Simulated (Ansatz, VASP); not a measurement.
Nb: VASP beside Ansatz

Contents of INCAR:

```
  ALGO = Normal
  EDIFF = 1E-6
  ENCUT = 520
  GGA = PE
  ISIF = 2
  ISMEAR = -1
  LASPH = True
  LCHARG = True
  LELF = True
  LREAL = False
  LVHAR = True
  LWAVE = False
  NBANDS = 20
  NELM = 100
  PREC = Accurate
  SIGMA = 0.08
```

Contents of KPOINTS:

```
k-points
0
Gamma
  13 13 13
```

The input POSCAR:

```
Nb
1.0
    0.0000000000      2.1775419261      2.1775419261
    2.1775419261      0.0000000000      2.1775419261
    2.1775419261      2.1775419261      0.0000000000
Nb
2
Direct
   -0.1250000000     -0.1250000000     -0.1250000000
    0.1250000000      0.1250000000      0.1250000000
```

Input for Ansatz:

```yaml
crystal:
  lattice:
    - [0.0, 2.1775419261, 2.1775419261]
    - [2.1775419261, 0.0, 2.1775419261]
    - [2.1775419261, 2.1775419261, 0.0]
  atoms:
    - { symbol: Nb, position: [-0.125, -0.125, -0.125] }
    - { symbol: Nb, position: [0.125, 0.125, 0.125] }
kpoints:
  mp_grid: { grid: [13, 13, 13] }
  band_path:
    path:
      - [0.0, 0.0, 0.0]
      - [0.5, 0.0, 0.5]
      - [0.625, 0.25, 0.625]
      - [0.375, 0.375, 0.75]
      - [0.0, 0.0, 0.0]
      - [0.5, 0.5, 0.5]
      - [0.5, 0.25, 0.75]
      - [0.5, 0.0, 0.5]
    npoints: 8
scf:
  occupations: { method: fermi_dirac, width: 0.08 }
hamiltonian:
  xc: pbe
  pseudopotentials: { kind: all_electron, lapw: { basis_error: 0.001 } }
output:
  forces: true
  stress: true
  eigenvalues: true
  populations: true
  dos: { projected: true, de: 0.2, e_range: [-14, 8] }
```

Change from the starting cell: volume scaled by 0.4, LAPW.

Alike in both runs: task single point; functional PBE; k mesh 13 × 13 × 13; occupations fermi-dirac, width 0.08 eV; no spin polarisation.

|  | VASP | Ansatz |
| --- | --- | --- |
| version | VASP 6.6.1 | Ansatz 0.2.0 |
| potentials or method | VASP PAW PBE potentials, release 64 (Nb_sv), cutoff 520 eV | all-electron LAPW, scalar-relativistic |

|  | VASP | Ansatz | Ansatz less VASP |
| --- | --- | --- | --- |
| pressure (GPa) | 475.8 | 477.6 | +1.74 |

Both programs put the cell under a high pressure, so it lies far from rest at this level. Ansatz ran all-electron here, and VASP with PAW potentials.

Noted on VASP's run: the cell as given lies far from equilibrium.
